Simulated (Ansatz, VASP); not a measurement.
**InSe in VASP and in Ansatz**

File INCAR:

```
ALGO = Normal
DIPOL = 0.5 0.5 0.412
EDIFF = 1E-7
ENCUT = 520
GGA = PE
IDIPOL = 3
ISIF = 2
ISMEAR = 0
IVDW = 12
LASPH = T
LCHARG = F
LDIPOL = T
LREAL = F
LWAVE = F
NBANDS = 48
NELM = 100
PREC = Accurate
SIGMA = 0.05
```

Contents of KPOINTS:

```
k-points
0
Gamma
  9 9 1
```

POSCAR

```
InSe
1.0
    4.0266104108      0.0000000000      0.0000000000
   -2.0133052054      3.4871469069      0.0000000000
    0.0000000000      0.0000000000     28.2707105452
Se In
4 4
Direct
    0.0000000000      0.0000000000      0.1591753413
    0.0000000000      0.0000000000      0.3496677332
    0.1111111111      0.2222222222      0.4738244994
    0.1111111111      0.2222222222      0.6643168913
    0.6666666667      0.3333333333      0.2049979888
    0.6666666667      0.3333333333      0.3038451603
   -0.5555555556     -0.1111111111      0.5196471469
   -0.5555555556     -0.1111111111      0.6184943184
```

Input for Ansatz:

```yaml
crystal:
  lattice:
    - [4.026610364, 0.0, 0.0]
    - [-2.013305182, 3.4871468663, 0.0]
    - [0.0, 0.0, 28.2707108021]
  atoms:
    - { symbol: Se, position: [0.0, 0.0, 0.1591753399] }
    - { symbol: In, position: [0.6666666667, 0.3333333333, 0.2049979895] }
    - { symbol: In, position: [0.6666666667, 0.3333333333, 0.3038451603] }
    - { symbol: Se, position: [0.0, 0.0, 0.3496677346] }
    - { symbol: Se, position: [0.1111111111, 0.2222222222, 0.4738244997] }
    - { symbol: In, position: [-0.5555555556, -0.1111111111, 0.5196471493] }
    - { symbol: In, position: [-0.5555555556, -0.1111111111, 0.6184943201] }
    - { symbol: Se, position: [0.1111111111, 0.2222222222, 0.6643168944] }
basis:
  ecutwfc: 420
kpoints:
  mp_grid: { grid: [9, 9, 1] }
hamiltonian:
  xc: pbe
  pseudopotentials: { kind: paw, azcp: { folder: soft_1 } }
  dispersion: d3bj
scf:
  occupations: { method: gaussian, width: 0.05 }
output:
  forces: true
  eigenvalues: true
efield:
  axis: 3
  dipole_correction: true
  ramp_width: 0.04
```

Alike in both runs: task single point; functional PBE; dispersion D3(BJ); k mesh 9 × 9 × 1; occupations gaussian, width 0.05 eV; no spin polarisation.

```csv
,VASP,Ansatz
version,VASP 6.6.1,Ansatz 0.2.0
potentials or method,"VASP PAW PBE potentials, release 64 (Se, In_d), cutoff 520 eV","scalar-relativistic, plane waves, PAW"
valence electrons in the cell,76,116
```

|  | VASP | Ansatz | Ansatz less VASP |
| --- | --- | --- | --- |
| gap on the k mesh at the Fermi level (eV) | 1.13 | 1.14 | +0.011 |
| least direct gap on the mesh (eV) | 1.19 | 1.20 | +0.009 |
| rms of the force components (eV/Å) | 0.016 | 0.016 | +0.0004 |

VASP's potentials hold 76 valence electrons a cell and Ansatz's 116, so a difference there can come from the potentials and not from the codes.
